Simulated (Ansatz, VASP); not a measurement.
# Two plane-wave programs on TiRh

```
CELL_PARAMETERS angstrom
3.11520 0.00000 0.00000
0.00000 3.11520 0.00000
0.00000 0.00000 3.11520
ATOMIC_POSITIONS crystal
Ti 0.50000 0.50000 0.50000
Rh 0.00000 0.00000 0.00000
```

Alike in both runs: task relaxation of cell and atoms; functional LDA; k mesh 13 × 13 × 13; occupations fermi-dirac, width 0.05 eV; no spin polarisation.

|  | VASP | Ansatz |
| --- | --- | --- |
| version | VASP 6.6.1 | Ansatz 0.2.0 |
| potentials or method | VASP PAW LDA potentials, release 64 (Ti_sv, Rh_pv) | PAW with Ansatz's default frozen-core files, scalar-relativistic |
| plane-wave cutoff (eV) | 600 | 420 |
| valence electrons in the cell | 27 | 29 |

VASP gave:

- relaxed volume (Å³/atom): 14.14
- relaxed cell length with the largest relative difference (Å): 3.046

Q: Estimate Ansatz's values.

A: Relaxed volume (Å³/atom): 14.11; relaxed cell length with the largest relative difference (Å): 3.045.

LDA's correlation is that of Perdew and Zunger in VASP and of Perdew and Wang (1992) in Ansatz. VASP's potentials hold 27 valence electrons a cell and Ansatz's 29, so a difference there can come from the potentials and not from the codes.
